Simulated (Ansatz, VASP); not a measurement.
**Rh: VASP beside Ansatz**

File POSCAR:

```
Rh
1.0
    0.0000000000      1.9015500000      1.8730267500
    1.9015500000      0.0000000000      1.8730267500
    1.9015500000      1.9015500000      0.0000000000
Rh
1
Direct
    0.0000000000      0.0000000000      0.0000000000
```

INCAR.step1

```
SYSTEM = Rh
PREC = Accurate ; ENCUT = 520
ISMEAR = 0 ; SIGMA = 0.15
LREAL = .FALSE. ; LASPH = .TRUE.
NELM = 60 ; NBANDS = 14
GGA = PE ; ALGO = Normal
EDIFF = 1E-4 ; LWAVE = .TRUE.
LCHARG = .FALSE.
```

INCAR.step2

```
SYSTEM = Rh
PREC = Accurate ; ENCUT = 520
EDIFF = 1E-6 ; ISMEAR = 0
SIGMA = 0.15 ; LREAL = .FALSE.
LASPH = .TRUE. ; NELM = 60
ALGO = Normal ; ISIF = 2
LWAVE = .FALSE. ; LCHARG = .FALSE.
METAGGA = R2SCAN ; LMIXTAU = .TRUE.
NBANDS = 14 ; ISTART = 1
```

The input KPOINTS:

```
regular mesh
0
G
  8 8 8
  0 0 0
```

Input for Ansatz:

```yaml
crystal:
  lattice:
    - [0.0, 1.90155, 1.87302675]
    - [1.90155, 0.0, 1.87302675]
    - [1.90155, 1.90155, 0.0]
  atoms:
    - { symbol: Rh, position: [0.0, 0.0, 0.0] }
basis:
  ecutwfc: 500
kpoints:
  mp_grid: { grid: [8, 8, 8] }
hamiltonian:
  xc: r2scan
scf:
  occupations: { method: gaussian, width: 0.15 }
output:
  forces: true
  stress: true
  eigenvalues: true
```

Change from the starting cell: strain +0.000 along x and y, -0.015 along z, atoms carried along.

Alike in both runs: task single point; functional r2SCAN; k mesh 8 × 8 × 8; occupations gaussian, width 0.15 eV; no spin polarisation.

|  | VASP | Ansatz |
| --- | --- | --- |
| version | VASP 6.6.1 | Ansatz 0.2.0 |
| potentials or method | VASP PAW PBE potentials, release 64 (Rh_pv), cutoff 520 eV | scalar-relativistic, plane waves, PAW |
| valence electrons in the cell | 15 | 17 |

Ansatz gave:

| Property | Result |
| --- | --- |
| gap on the k mesh at the Fermi level (eV) | none |
| pressure (GPa) | 4.6 |
| traceless stress, the component that is largest in VASP (GPa) | 2.46 |

Q: Estimate VASP's values.

A: gap on the k mesh at the Fermi level (eV): none; pressure (GPa): 5.9; traceless stress, the component that is largest in VASP (GPa): 2.48.

VASP's potentials were made for PBE, not for r2SCAN. A gap of «none» marks a metal or a gap that the smearing closes. VASP's potentials hold 15 valence electrons a cell and Ansatz's 17, so a difference there can come from the potentials and not from the codes.
